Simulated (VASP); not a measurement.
# Cl (Cmce) in VASP: notebook, part 2 of 2

VASP 6.6.1. Earlier steps stand in the parts before.

## Step 3: Relaxation of cell and atoms, PBE

This run uses another cell than the first one, of 27.12 Å³/atom.

Input file INCAR:

```
ALGO = Normal
EDIFF = 1E-6
EDIFFG = -0.005
ENCUT = 600
GGA = PE
IBRION = 2
ISIF = 3
ISMEAR = 0
LASPH = T
LCHARG = F
LREAL = F
LWAVE = F
NELM = 80
NSW = 70
PREC = Accurate
SIGMA = 0.02
```

Input file KPOINTS:

```
k-points
0
Gamma
  8 8 4
```

Input file POSCAR:

```
Cl
1.0
    3.2922195250     -2.0343234529      0.0000000000
    3.2922195250      2.0343234529      0.0000000000
    0.0000000000      0.0000000000      8.0987698865
Cl
4
Direct
    0.8756465304      0.1243534696      0.1088043941
    0.6243534696      0.3756465304      0.6088043941
    0.1243534696      0.8756465304      0.8911956059
    0.3756465304      0.6243534696      0.3911956059
```

Potentials or basis: VASP PAW PBE potentials, release 64 (Cl).

Started as:

```bash
> cat potpaw_PBE.64/Cl/POTCAR > POTCAR
> mpirun -np 1 vasp_std > vasp.out
```

OUTCAR:

```text
EDIFF = 1E-6
   EDIFFG = -0.005
   ENCUT = 600
   GGA = PE
   IBRION = 2
   ISIF = 3
   ISMEAR = 0
   LASPH = T
   LREAL = F
   NELM = 80
   NSW = 70
   PREC = Accurate

 ion  position               nearest neighbor table
   1  0.876  0.124  0.109-   3 2.03
   2  0.624  0.376  0.609-   4 2.03
   3  0.124  0.876  0.891-   1 2.03
   4  0.376  0.624  0.391-   2 2.03

  LATTYP: Found a base centered orthorhombic cell.
 ALAT       =     4.0686469058
 B/A-ratio  =     1.6183363173
 C/A-ratio  =     1.9905315143

  Lattice vectors:

 A1 = (  -3.2922195250,  -2.0343234529,   0.0000000000)
 A2 = (   3.2922195250,  -2.0343234529,   0.0000000000)
 A3 = (   0.0000000000,   0.0000000000,   8.0987698865)

Analysis of symmetry for initial positions (statically):
=====================================================================
 Subroutine PRICEL returns:
 Original cell was already a primitive cell.

 Routine SETGRP: Setting up the symmetry group for a
 base centered orthorhombic supercell.

 Subroutine GETGRP returns: Found  8 space group operations
 (whereof  4 operations were pure point group operations)
 out of a pool of  8 trial point group operations.

The static configuration has the point symmetry C_2h.
 The point group associated with its full space group is D_2h.

Analysis of symmetry for dynamics (positions and initial velocities):
=====================================================================
 Subroutine PRICEL returns:
 Original cell was already a primitive cell.

 Routine SETGRP: Setting up the symmetry group for a
 base centered orthorhombic supercell.

 Subroutine GETGRP returns: Found  8 space group operations
 (whereof  4 operations were pure point group operations)
 out of a pool of  8 trial point group operations.

The dynamic configuration has the point symmetry C_2h.
 The point group associated with its full space group is D_2h.

 Subroutine INISYM returns: Found  8 space group operations
 (whereof  4 operations are pure point group operations),
 and found     1 'primitive' translations

----------------------------------------------------------------------------------------

                                     Primitive cell

  volume of cell :     108.4820

  direct lattice vectors                    reciprocal lattice vectors
     3.292219525 -2.034323453  0.000000000     0.151873226 -0.245781957  0.000000000
     3.292219525  2.034323453  0.000000000     0.151873226  0.245781957  0.000000000
     0.000000000  0.000000000  8.098769886     0.000000000  0.000000000  0.123475542

  length of vectors
     3.870036345  3.870036345  8.098769886     0.288919102  0.288919102  0.123475542

  position of ions in fractional coordinates (direct lattice)
     0.875646530  0.124353470  0.108804394
     0.624353470  0.375646530  0.608804394
     0.124353470  0.875646530  0.891195606
     0.375646530  0.624353470  0.391195606

  ion indices of the primitive-cell ions
   primitive index   ion index
                 1           1
                 2           2
                 3           3
                 4           4

----------------------------------------------------------------------------------------

 KPOINTS: k-points

Automatic generation of k-mesh.
 Grid dimensions read from file:
 generate k-points for:    8    8    4

 Generating k-lattice:

  Cartesian coordinates                     Fractional coordinates (reciprocal lattice)
     0.018984153 -0.030722745  0.000000000     0.125000000  0.000000000  0.000000000
     0.018984153  0.030722745  0.000000000     0.000000000  0.125000000  0.000000000
     0.000000000  0.000000000  0.030868885     0.000000000  0.000000000  0.250000000

  Length of vectors
     0.036114888  0.036114888  0.030868885

  Shift w.r.t. Gamma in fractional coordinates (k-lattice)
     0.000000000  0.000000000  0.000000000

 Subroutine IBZKPT returns following result:
 ===========================================

 Found     63 irreducible k-points:

 Following reciprocal coordinates:
            Coordinates               Weight
  0.000000  0.000000  0.000000      1.000000
  0.125000 -0.000000  0.000000      4.000000
  0.250000 -0.000000  0.000000      4.000000
  0.375000 -0.000000  0.000000      4.000000
  0.500000 -0.000000  0.000000      2.000000
  0.125000  0.125000  0.000000      2.000000
[... 16 lines left out ...]
  0.125000 -0.000000  0.250000      8.000000
  0.250000 -0.000000  0.250000      8.000000
 [... further k-points ...]
   k-points           NKPTS =     63   k-points in BZ     NKDIM =     63   number of bands    NBANDS=     18
   number of dos      NEDOS =    301   number of ions     NIONS =      4
   total plane-waves  NPLWV =  71680
   dimension x,y,z NGX =    32 NGY =   32 NGZ =   70
   dimension x,y,z NGXF=    64 NGYF=   64 NGZF=  140
   ions per type =               4
   NGX,Y,Z   is equivalent  to a cutoff of  13.75, 13.75, 14.37 a.u.
   NGXF,Y,Z  is equivalent  to a cutoff of  27.49, 27.49, 28.74 a.u.
 SYSTEM =  unknown system
   PREC   = accura    normal or accurate (medium, high low for compatibility)
   ISTART =      0    job   : 0-new  1-cont  2-samecut
   ICHARG =      2    charge: 1-file 2-atom 10-const
   ISPIN  =      1    spin polarized calculation?
   LNONCOLLINEAR =      F non collinear calculations
   LSORBIT =      F    spin-orbit coupling
   LASPH  =      T    aspherical Exc in radial PAW
   ENCUT  =  600.0 eV  44.10 Ry    6.64 a.u.   7.73  7.73 16.18*2*pi/ulx,y,z
   NELM   =     80;   NELMIN=  2; NELMDL= -5     # of ELM steps
   EDIFF  = 0.1E-05   stopping-criterion for ELM
   LREAL  =      F    real-space projection
   EDIFFG = -.5E-02   stopping-criterion for IOM
   NSW    =     70    number of steps for IOM
   IBRION =      2    ionic relax: 0-MD 1-quasi-New 2-CG
   NFREE  =      1    steps in history (QN), initial steepest desc. (CG)
   ISIF   =      3    stress and relaxation
   ISYM   =      2    0-nonsym 1-usesym 2-fastsym
   POTIM  = 0.5000    time-step for ionic-motion
   TEBEG  =    0.0;   TEEND  =   0.0 temperature during run
   PSTRESS=    0.0 pullay stress
   NELECT =      28.0000    total number of electrons
   NUPDOWN=      -1.0000    fix difference up-down
   EMIN   =  10.00;   EMAX   =-10.00  energy-range for DOS
   EFERMI =   0.00;   METHOD = LEGACY
   ISMEAR =     0;   SIGMA  =   0.02  broadening in eV -4-tet -1-fermi 0-gaus
   EFERMI_NEDOS =   21; number of points for ismear=-14 and -15
   IALGO  =     38    algorithm
   IMIX   =      4    mixing-type and parameters
     AMIX     =   0.40;   BMIX     =  1.00
     AMIX_MAG =   1.60;   BMIX_MAG =  1.00
  volume/ion in A,a.u.               =      27.12       183.02
  Fermi-wavevector in a.u.,A,eV,Ry     =   1.042337  1.969732 14.782278  1.086467
  Thomas-Fermi vector in A             =   2.176998
   LORBIT       =      0    0 simple, 1 ext, 2 COOP (PROOUT), +10 PAW based schemes
   GGA     = PE    functional components
   LHFCALC =     F    Hartree Fock is set to
   AEXX    =    0.0000 exact exchange contribution
   IVDW    =     0    specifies the selected vdW correction
   LEPSILON=     F    determine dielectric tensor
   LRPA    =     F    only Hartree local field effects (RPA)
 conjugate gradient relaxation of ions
 non-spin polarized calculation
 Gauss-broadening in eV      SIGMA  =   0.02
  energy-cutoff  :      600.00
  volume of cell :      108.48
 maximum number of plane-waves:      3644
   NGX = 15   NGY = 15   NGZ = 33

--------------------------------------- Ionic step        1  -------------------------------------------

 number of electron      27.9999995 magnetization

 Free energy of the ion-electron system (eV)
  ---------------------------------------------------
  ext. energy  EPLUGINS =         0.00000000
  ---------------------------------------------------
  free energy    TOTEN  =        -7.30588334 eV

  energy without entropy =       -7.30588334  energy(sigma->0) =       -7.30588334

 E-fermi :   0.0565     XC(G=0):  -8.0431

 val. band max:       -0.0409366829   @ k =   0.0000   0.0000   0.0000
 cond. band min:       2.1950681010   @ k =   0.0000   0.0000   0.0000
 fundamental gap:      2.2360047838
 Fermi energy:         0.0565238991

 k-point     1 :       0.0000    0.0000    0.0000
  band No.  band energies     occupation
      1     -16.7521      2.00000
      2     -16.3900      2.00000
      3     -13.0801      2.00000
      4     -12.1175      2.00000
      5      -5.7153      2.00000
      6      -4.3360      2.00000
[... 602 lines left out ...]
  FREE ENERGIE OF THE ION-ELECTRON SYSTEM (eV)
  ---------------------------------------------------
  free  energy   TOTEN  =        -7.3547951614 eV

  energy  without entropy=       -7.3547951614  energy(sigma->0) =       -7.35479516

[... ionic steps 4 to 39 ...]

--------------------------------------- Ionic step       40  -------------------------------------------

 number of electron      28.0000005 magnetization

------------------------ aborting loop because EDIFF is reached ----------------------------------------
[... 71 lines left out ...]
--------------------------------------- Ionic step       42  -------------------------------------------

 number of electron      28.0000004 magnetization

 Free energy of the ion-electron system (eV)
  ---------------------------------------------------
  ext. energy  EPLUGINS =         0.00000000
  ---------------------------------------------------
  free energy    TOTEN  =        -7.39130326 eV

  energy without entropy =       -7.39130326  energy(sigma->0) =       -7.39130326

 E-fermi :  -1.5269     XC(G=0):  -6.9187

 val. band max:       -1.6857485221   @ k =   0.0000   0.0000   0.0000
 cond. band min:       0.7441081937   @ k =   0.0000   0.0000   0.0000
 fundamental gap:      2.4298567158
 Fermi energy:        -1.5268882293

 k-point     1 :       0.0000    0.0000    0.0000
  band No.  band energies     occupation
      1     -18.2354      2.00000
      2     -18.0276      2.00000
      3     -14.3238      2.00000
      4     -13.7311      2.00000
      5      -7.0696      2.00000
      6      -6.1183      2.00000
[... 526 lines left out ...]
  FREE ENERGIE OF THE ION-ELECTRON SYSTEM (eV)
  ---------------------------------------------------
  free  energy   TOTEN  =        -7.3913032576 eV

  energy  without entropy=       -7.3913032576  energy(sigma->0) =       -7.39130326

 reached required accuracy - stopping structural energy minimisation
```

OSZICAR:

```text
N       E                     dE             d eps       ncg     rms          rms(c)
DAV:   1     0.208346035755E+03    0.20835E+03   -0.13477E+04  2268   0.149E+03
DAV:   2     0.709921137579E+01   -0.20125E+03   -0.19741E+03  3378   0.244E+02
DAV:   3    -0.757121313510E+01   -0.14670E+02   -0.14633E+02  2770   0.792E+01
DAV:   4    -0.775297511793E+01   -0.18176E+00   -0.18163E+00  2824   0.104E+01
[... 334 lines left out ...]
DAV:   2    -0.739159499767E+01    0.11590E-02   -0.24738E-03  2352   0.344E-01    0.897E-02
DAV:   3    -0.739130977675E+01    0.28522E-03   -0.71354E-04  2330   0.150E-01    0.648E-02
DAV:   4    -0.739130099701E+01    0.87797E-05   -0.37976E-05  2904   0.403E-02    0.296E-02
DAV:   5    -0.739130297086E+01   -0.19739E-05   -0.17410E-05  2392   0.262E-02    0.509E-03
DAV:   6    -0.739130325755E+01   -0.28670E-06   -0.75705E-07  1256   0.691E-03
  42 F= -.73913033E+01 E0= -.73913033E+01  d E =-.115226E-03
```

Run time: 13 min. Hardware: 1 thread of Intel Xeon 6975P-C (Granite Rapids), shared host; peak memory 0.32 GiB.

What came out:

```
Free energy                           : -7.3913 eV
Relaxed volume                        : 34.66 Å³/atom
Relaxed cell                          : a = 4.396 Å, b = 4.396 Å, c = 8.358 Å, α = 90.00°, β = 90.00°, γ = 59.13°
Space group after relaxing (to 0.1 Å) : Cmce (No. 64)
Energy gained by relaxing             : 21.4 meV/atom
Ionic steps                           : 42
Pressure after relaxing               : 0.0 GPa
Largest force after relaxing          : 0.005 eV/Å
Band gap on the k mesh                : 2.43 eV
```

Forces in eV/Å, atoms in the order of the input:
```
Cl   0.000  0.003  0.004
Cl   0.000 -0.003  0.004
Cl   0.000 -0.003 -0.004
Cl   0.000  0.003 -0.004
```

The path:
```
step  energy change (eV)  largest force (eV/Å)  pressure (GPa)  volume (Å³)
   1              0.0000                0.1785            0.86       108.48
   3             -0.0489                0.3088            1.17       117.87
   5             -0.0687                0.0771            0.13       123.12
   7             -0.0696                0.1743           -0.09       124.59
   9             -0.0781                0.1197           -0.15       130.49
  11             -0.0807                0.0555           -0.15       136.57
  13             -0.0812                0.0472            0.02       135.78
  15             -0.0824                0.0335            0.02       134.89
  17             -0.0836                0.0057            0.05       132.93
  19             -0.0841                0.0732           -0.10       134.73
  21             -0.0842                0.0701           -0.10       134.88
  23             -0.0846                0.0542           -0.07       135.58
  25             -0.0852                0.0145            0.01       138.35
  27             -0.0852                0.0060            0.00       138.00
  29             -0.0853                0.0051           -0.01       138.12
  31             -0.0853                0.0157           -0.04       138.60
  33             -0.0853                0.0068           -0.03       138.46
  35             -0.0853                0.0018           -0.02       138.78
  37             -0.0853                0.0028           -0.02       139.29
  39             -0.0853                0.0028           -0.02       139.27
  41             -0.0854                0.0034           -0.04       138.99
  42             -0.0854                0.0047            0.00       138.62
```

Final structure:
```xyz
4
Lattice="3.8233 -2.1690 0.0000 3.8233 2.1690 0.0000 0.0000 0.0000 8.3580" Properties=species:S:1:pos:R:3 pbc="T T T"
Cl    3.8233   -1.6822    0.8807
Cl    3.8233   -0.4868    5.0596
Cl    3.8233    1.6822    7.4773
Cl    3.8233    0.4868    3.2983
```

Caveat: the volume moved by over 15 % at a fixed basis, so the end points are rough; this functional lacks dispersion, which holds the molecules together, so the pressure and a relaxed volume are unreliable. A k mesh can miss the band edges.
